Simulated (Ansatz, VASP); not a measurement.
# HfO2: VASP beside Ansatz

```
CELL_PARAMETERS angstrom
0.00000 2.55750 2.55750
2.55750 0.00000 2.55750
2.55750 2.55750 0.00000
ATOMIC_POSITIONS crystal
Hf 0.00000 0.00000 0.00000
O 0.25000 0.25000 0.25000
O 0.75000 0.75000 0.75000
```

Alike in both runs: task relaxation of cell and atoms; functional PBE; dispersion D3(BJ); k mesh 8 × 8 × 8; no spin polarisation.

|  | VASP | Ansatz |
| --- | --- | --- |
| version | VASP 6.6.1 | Ansatz 0.2.0 |
| potentials or method | VASP PAW PBE potentials, release 64 (Hf_pv, O), cutoff 600 eV | plane waves, PAW |
| occupations | gaussian, width 0.01 eV | fixed |
| valence electrons in the cell | 22 | 38 |

```tsv
	VASP	Ansatz	Ansatz less VASP
relaxed volume (Å³/atom)	10.70	10.88	+0.173
relaxed cell length with the largest relative difference (Å)	3.568	3.587	+0.0191
```

VASP's potentials hold 22 valence electrons a cell and Ansatz's 38, so a difference there can come from the potentials and not from the codes.

Neither program's run includes spin-orbit coupling.
